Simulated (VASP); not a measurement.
## Mo: relaxation of cell and atoms with RPBE+D3(BJ)

Crystal: Mo.

```
Mo
1.0
    -1.58381    1.58381    1.58381
     1.58381   -1.58381    1.58381
     1.58381    1.58381   -1.58381
Mo
1
Cartesian
  0.0000 0.0000 0.0000
```

```
Program                : VASP 6.6.1
Task                   : relaxation of cell and atoms
Functional             : RPBE
Dispersion             : D3(BJ)
Potentials or basis    : VASP PAW PBE potentials, release 64 (Mo_sv)
Cutoff                 : 600 eV
k mesh                 : 12 × 12 × 12
Occupations            : fermi-dirac, width 0.05 eV
Spin                   : no spin polarisation
Dipole correction      : no
Further INCAR settings : ALGO = Normal; EDIFF = 1e-07; IBRION = 2; EDIFFG = -0.01; NSW = 60; ISIF = 3
```

- Relaxed volume: 13.63 Å³/atom
- Relaxed cell: a = 2.606 Å, b = 2.606 Å, c = 2.606 Å, α = 109.47°, β = 109.47°, γ = 109.47°
- Space group after relaxing (to 0.05 Å): Im-3m (No. 229)
- Energy gained by relaxing: 349.8 meV/atom
- Ionic steps: 16
- Pressure after relaxing: 0.0 GPa
- Band gap on the k mesh: zero (band 7 reaches 19.79 eV, above the bottom of band 8 at 13.33 eV)
- Dispersion energy per atom: -4.817 eV

The path:
| step | energy change (eV) | largest force (eV/Å) | pressure (GPa) | volume (Å³) |
| --- | --- | --- | --- | --- |
| 1 | 0.0000 | 0.0000 | -43.61 | 15.89 |
| 2 | 6.2306 | 0.0000 | 555.67 | 7.87 |
| 3 | -0.3259 | 0.0000 | -13.80 | 14.17 |
| 4 | -0.3458 | 0.0000 | -5.87 | 13.85 |
| 5 | -0.3498 | 0.0000 | 0.13 | 13.63 |
| 6 | -0.3497 | 0.0000 | -1.08 | 13.67 |
| 7 | -0.3497 | 0.0000 | -0.98 | 13.67 |
| 8 | -0.3497 | 0.0000 | -0.71 | 13.66 |
| 9 | -0.3497 | 0.0000 | -0.72 | 13.66 |
| 10 | -0.3497 | 0.0000 | -0.70 | 13.66 |
| 11 | -0.3498 | 0.0000 | -0.68 | 13.66 |
| 12 | -0.3498 | 0.0000 | -0.61 | 13.65 |
| 13 | -0.3498 | 0.0000 | -0.50 | 13.65 |
| 14 | -0.3498 | 0.0000 | -0.27 | 13.64 |
| 15 | -0.3498 | 0.0000 | 0.18 | 13.63 |
| 16 | -0.3498 | 0.0000 | 0.00 | 13.63 |

Final structure:
```
Mo
1.0
    -1.50485    1.50485    1.50485
     1.50485   -1.50485    1.50485
     1.50485    1.50485   -1.50485
Mo
1
Direct
  0.00000 0.00000 0.00000
```

Levels at points of the mesh, in eV from the Fermi level:
| k point | band 3 | band 4 | band 5 | band 6 | band 7 | band 8 | band 9 | band 10 | band 11 |
| --- | --- | --- | --- | --- | --- | --- | --- | --- | --- |
| (0.00, 0.00, 0.00) | -34.22 | -34.22 | -7.58 | -1.64 | -1.64 | -1.64 | 1.93 | 1.93 | 15.01 |
| (0.50, 0.00, 0.00) | -34.88 | -34.25 | -6.17 | -4.10 | 2.06 | 2.30 | 2.81 | 5.79 | 12.23 |
| (0.50, 0.50, 0.50) | -35.66 | -35.66 | -6.57 | -6.57 | 4.82 | 4.82 | 4.82 | 10.27 | 10.27 |

Wall time 73 s on 1 thread of AMD EPYC 9R45 96-Core Processor (Zen 5) (shared host), peak memory 0.14 GiB.

Caveat: the PAW data sets were made with another functional, which shifts forces and pressure a little; pairwise dispersion overbinds metals, which lowers pressure and volume.
